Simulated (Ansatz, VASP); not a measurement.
**Two plane-wave programs on CdSe**

```xyz
4
Lattice="4.2985 0.0000 0.0000 -2.1492 3.7226 0.0000 0.0000 0.0000 7.0152" Properties=species:S:1:pos:R:3 pbc="T T T"
Cd    2.1492    1.2409    0.0000
Cd    0.0000    2.4817    3.5076
Se    2.1492    1.2409    2.6307
Se    0.0000    2.4817    6.1383
```

Alike in both runs: task electric field gradients; functional PBE; k mesh 7 × 7 × 4; occupations fermi-dirac, width 0.02 eV; no spin polarisation.

|  | VASP | Ansatz |
| --- | --- | --- |
| version | VASP 6.6.1 | Ansatz 0.2.0 |
| potentials or method | VASP PAW PBE potentials, release 64 (Cd, Se) | PAW with Ansatz's default frozen-core files, scalar-relativistic |
| plane-wave cutoff (eV) | 520 | 420 |
| valence electrons in the cell | 36 | 72 |

```csv
,VASP,Ansatz,Ansatz less VASP
pressure (GPa),3.3,3.0,-0.33
"traceless stress, the component that is largest in VASP (GPa)",0.14,0.13,-0.008
rms of the force components (eV/Å),0.012,0.012,+0.0002
size of Vzz on the site where it differs most (V/Å²),3.3,3.5,+0.24
```

Atom by atom the forces differ by 0.000 eV/Å (rms over components). With one functional, cell and mesh, what is left measures potentials, basis and numerics. VASP's potentials hold 36 valence electrons a cell and Ansatz's 72, so a difference there can come from the potentials and not from the codes.
